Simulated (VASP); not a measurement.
# Rb3TaP2 (P6/mmm) in VASP: notebook, part 3 of 3

VASP 6.6.1. Earlier steps stand in the parts before.

## (5) Single point, PBE

This run uses another cell than the first one, of 30.17 Å³/atom, 1.092 times its volume.

Contents of INCAR:

```
SYSTEM = Rb3TaP2
PREC = Accurate
ENCUT = 520
EDIFF = 1E-6
ISMEAR = 0
SIGMA = 0.1
LREAL = .FALSE.
LASPH = .TRUE.
NELM = 100
ALGO = Normal
ISIF = 2
LWAVE = .FALSE.
LCHARG = .FALSE.
GGA = PE
NBANDS = 33
```

Contents of KPOINTS:

```
regular mesh
0
G
  3 3 4
  0 0 0
```

Contents of POSCAR:

```
Rb3TaP2
1.0
    6.9383535200      0.0000000000      0.0000000000
   -3.4691767600      6.0087904100      0.0000000000
    0.0000000000      0.0000000000      4.3416434300
Rb Ta P
3 1 2
Direct
    0.5000000000      0.0000000000      0.5000000000
    0.5000000000      0.5000000000      0.5000000000
    0.0000000000      0.5000000000      0.5000000000
    0.0000000000      0.0000000000      0.0000000000
    0.3333333300      0.6666666700      0.0000000000
    0.6666666700      0.3333333300      0.0000000000
```

Potentials or basis: VASP PAW PBE potentials, release 64 (Rb_sv, Ta_pv, P).

On the command line:

```
> cat potpaw_PBE.64/Rb_sv/POTCAR potpaw_PBE.64/Ta_pv/POTCAR potpaw_PBE.64/P/POTCAR > POTCAR
> mpirun -np 1 vasp_std > vasp.out
```

OUTCAR:

```text
SYSTEM = Rb3TaP2
   PREC = Accurate
   ENCUT = 520
   EDIFF = 1E-6
   ISMEAR = 0
   LREAL = .FALSE.
   LASPH = .TRUE.
   NELM = 100
   ISIF = 2
   GGA = PE

 ion  position               nearest neighbor table
   1  0.500  0.000  0.500-   5 2.95   6 2.95   5 2.95   6 2.95   2 3.47   3 3.47   2 3.47   3 3.47
                             4 4.09   4 4.09   4 4.09   4 4.09   2 5.56   3 5.56   2 5.56   3 5.56
   2  0.500  0.500  0.500-   5 2.95   6 2.95   5 2.95   6 2.95   3 3.47   3 3.47   1 3.47   1 3.47
                             4 4.09   4 4.09   4 4.09   4 4.09   3 5.56   3 5.56   3 5.56   3 5.56
   3  0.000  0.500  0.500-   5 2.95   6 2.95   5 2.95   6 2.95   2 3.47   2 3.47   1 3.47   1 3.47
                             4 4.09   4 4.09   4 4.09   4 4.09   2 5.56   2 5.56   2 5.56   2 5.56
   4  0.000  0.000  0.000-   1 4.09   1 4.09   1 4.09   1 4.09   2 4.09   3 4.09   3 4.09   3 4.09
                             3 4.09   2 4.09   2 4.09   2 4.09
   5  0.333  0.667  0.000-   3 2.95   3 2.95   1 2.95   1 2.95   2 2.95   2 2.95
   6  0.667  0.333  0.000-   3 2.95   3 2.95   1 2.95   1 2.95   2 2.95   2 2.95

  LATTYP: Found a hexagonal cell.
 ALAT       =     6.9383535200
 C/A-ratio  =     0.6257454910

  Lattice vectors:

 A1 = (   6.9383535200,   0.0000000000,   0.0000000000)
 A2 = (  -3.4691767600,   6.0087904100,   0.0000000000)
[... 175 lines left out ...]

 k-point     1 :       0.0000    0.0000    0.0000
  band No.  band energies     occupation
      1     -33.7841      2.00000
      2     -33.7841      2.00000
      3     -33.6505      2.00000
      4     -24.4667      2.00000
      5     -24.2514      2.00000
      6     -24.2514      2.00000
[... 313 lines left out ...]
     32       6.2003      0.00000
     33       7.3636      0.00000

------------------------ aborting loop because EDIFF is reached ----------------------------------------

  FORCE on cell =-STRESS in cart. coord.  units (eV):
  Direction    XX          YY          ZZ          XY          YZ          ZX
  --------------------------------------------------------------------------------------
  -------------------------------------------------------------------------------------
  Total        2.6829645      2.6829645     13.4763362      0.0000000      0.0000000      0.0000000
  in kB       23.7480453     23.7480453    119.2847119      0.0000000      0.0000000      0.0000000
  external PRESSURE =      55.5936008 kB  Pullay stress =       0.0000000 kB

 VOLUME and BASIS-vectors are now :
 -----------------------------------------------------------------------------
  energy-cutoff  :      520.00
  volume of cell :      181.01
      direct lattice vectors                 reciprocal lattice vectors
     6.938353520  0.000000000  0.000000000     0.144126412  0.083211423  0.000000000
    -3.469176760  6.008790410  0.000000000     0.000000000  0.166422846  0.000000000
     0.000000000  0.000000000  4.341643430     0.000000000  0.000000000  0.230327528

 POSITION                                       TOTAL-FORCE (eV/Angst)
 -----------------------------------------------------------------------------------
      3.46918      0.00000      2.17082         0.000000      0.000000      0.000000
      1.73459      3.00440      2.17082         0.000000      0.000000      0.000000
     -1.73459      3.00440      2.17082         0.000000      0.000000      0.000000
      0.00000      0.00000      0.00000         0.000000      0.000000      0.000000
     -0.00000      4.00586      0.00000         0.000000     -0.000000      0.000000
      3.46918      2.00293      0.00000        -0.000000      0.000000     -0.000000
 -----------------------------------------------------------------------------------
    total drift:                                0.000000      0.000000      0.000000

  FREE ENERGIE OF THE ION-ELECTRON SYSTEM (eV)
  ---------------------------------------------------
  free  energy   TOTEN  =       -15.5196568527 eV

  energy  without entropy=      -15.4612378961  energy(sigma->0) =      -15.49044737
```

Wall time 46 s (1 thread of Intel Xeon 6975P-C (Granite Rapids), shared host); peak memory 0.3 GiB.

What came out:

| Item | Value |
| --- | --- |
| Free energy | -15.5197 eV |
| Pressure | 5.6 GPa |
| Band gap on the k mesh | zero (band 24 reaches 2.19 eV, above the bottom of band 25 at 1.88 eV) |

Levels at points of the mesh, in eV from the Fermi level:
```
           k point  band 20  band 21  band 22  band 23  band 24  band 25  band 26  band 27  band 28  band 29
(0.00, 0.00, 0.00)    -2.00    -1.39    -0.12    -0.12    -0.10     0.33     0.33     0.65     0.65     0.65
(0.00, 0.00, 0.50)    -1.14    -0.88    -0.74    -0.74    -0.07    -0.07     0.34     0.73     1.02     1.02
```

Caveat: the k points lie up to 0.36 Å⁻¹ apart; spin-orbit coupling is left out, which moves the levels of the heavy elements.

## (6) Relaxation of cell and atoms, PBE

This run uses another cell than the first one, of 30.17 Å³/atom, 1.092 times its volume.

Contents of INCAR:

```
SYSTEM = Rb3TaP2
  PREC = Accurate
  ENCUT = 600
  EDIFF = 1E-6
  ISMEAR = 0
  SIGMA = 0.1
  LREAL = .False.
  LASPH = .True.
  NELM = 60
  ALGO = Normal
  ISIF = 3
  LWAVE = .False.
  LCHARG = .False.
  GGA = PE
  IBRION = 2
  NSW = 90
  EDIFFG = -0.04
```

Contents of KPOINTS:

```
regular mesh
0
Gamma
  3 3 4
  0 0 0
```

POSCAR is that of step 5.

Potentials or basis: VASP PAW PBE potentials, release 64 (Rb_sv, Ta_pv, P).

On the command line:

```
> cat potpaw_PBE.64/Rb_sv/POTCAR potpaw_PBE.64/Ta_pv/POTCAR potpaw_PBE.64/P/POTCAR > POTCAR
> mpirun -np 1 vasp_std > vasp.out
```

Wall time 35 min (1 thread of AMD EPYC 7R13, shared host); peak memory 0.35 GiB.

Results (log left out):

| Property | Result |
| --- | --- |
| Free energy | -18.3328 eV |
| Relaxed volume | 27.80 Å³/atom |
| Relaxed cell | a = 5.796 Å, b = 5.796 Å, c = 5.733 Å, α = 90.00°, β = 90.00°, γ = 120.00° |
| Space group after relaxing (to 0.05 Å) | P6/mmm (No. 191) |
| Energy gained by relaxing | 468.8 meV/atom |
| Ionic steps | 12 |
| Pressure after relaxing | 0.0 GPa |
| Band gap on the k mesh | zero (band 24 reaches 3.65 eV, above the bottom of band 25 at 2.98 eV) |

Stress tensor (GPa, compression positive):
```
 0.07  0.00  0.00
 0.00  0.07  0.00
 0.00  0.00 -0.22
```

The path:
```tsv
step	energy change (eV)	largest force (eV/Å)	pressure (GPa)	volume (Å³)
1	0.0000	0.0000	5.56	181.01
2	-1.0306	0.0000	0.58	209.37
3	-1.2004	0.0000	-1.36	228.13
4	-1.5140	0.0000	-1.81	221.51
5	-2.3839	0.0000	-3.24	198.85
6	2.0411	0.0000	17.86	145.16
7	-2.4556	0.0000	-3.34	195.64
8	-2.5423	0.0000	-3.29	188.66
9	-2.7014	0.0000	-1.14	171.00
10	-2.7015	0.0000	-1.22	171.41
11	-2.7980	0.0000	-0.45	168.35
12	-2.8129	0.0000	-0.03	166.82
```

Final structure:
```yaml
crystal:
  lattice:
    - [5.79629, 0.00000, 0.00000]
    - [-2.89814, 5.01973, 0.00000]
    - [0.00000, 0.00000, 5.73330]
  atoms:
    - { symbol: Rb, position: [0.50000, 0.00000, 0.50000] }
    - { symbol: Rb, position: [0.50000, 0.50000, 0.50000] }
    - { symbol: Rb, position: [0.00000, 0.50000, 0.50000] }
    - { symbol: Ta, position: [0.00000, 0.00000, 0.00000] }
    - { symbol: P, position: [0.33333, 0.66667, 0.00000] }
    - { symbol: P, position: [0.66667, 0.33333, 0.00000] }
```

Levels at points of the mesh, in eV from the Fermi level:
```
           k point  band 21  band 22  band 23  band 24  band 25  band 26  band 27  band 28
(0.00, 0.00, 0.00)    -1.62    -0.93    -0.22    -0.22    -0.13    -0.13     0.74     1.80
(0.00, 0.00, 0.50)    -0.69    -0.69    -0.64    -0.44     0.01     0.23     0.23     0.87
```

Caveat: the k points lie up to 0.42 Å⁻¹ apart in the final cell; spin-orbit coupling is left out, which moves the levels of the heavy elements.

## (7) Overview

| task | cell | k mesh | cutoff (eV) | gap on the mesh (eV) | pressure (GPa) | relaxed volume (Å³/atom) |
| --- | --- | --- | --- | --- | --- | --- |
| single point | a = 5.785, b = 5.785, c = 5.720 Å, angles 90.0, 90.0, 120.0°, 6 atoms | 3 × 3 × 4 | 520 | none | 0.2 | - |
| single point | a = 5.788, b = 5.788, c = 5.732 Å, angles 90.0, 90.0, 120.0°, 6 atoms | 9 × 9 × 8 | 520 | none | 0.2 | - |
| relaxation of cell and atoms | relaxed from a = 5.785, b = 5.785, c = 5.720 Å, angles 90.0, 90.0, 120.0°, 6 atoms | 9 × 9 × 8 | 600 | none | 0.0 | 27.90 |
| single point | a = 6.938, b = 6.938, c = 4.342 Å, angles 90.0, 90.0, 120.0°, 6 atoms | 3 × 3 × 4 | 520 | none | 5.6 | - |
| relaxation of cell and atoms | relaxed from a = 6.938, b = 6.938, c = 4.342 Å, angles 90.0, 90.0, 120.0°, 6 atoms | 3 × 3 × 4 | 600 | none | 0.0 | 27.80 |

Alike in all rows: level PBE; potentials or basis VASP PAW PBE potentials, release 64 (Rb_sv, Ta_pv, P); no spin polarisation; smearing gaussian 0.1 eV.

Caveats: some runs use coarse meshes; spin-orbit coupling is left out, which moves the levels of the heavy elements.

Absolute energies hang on the potentials; compare differences alone.
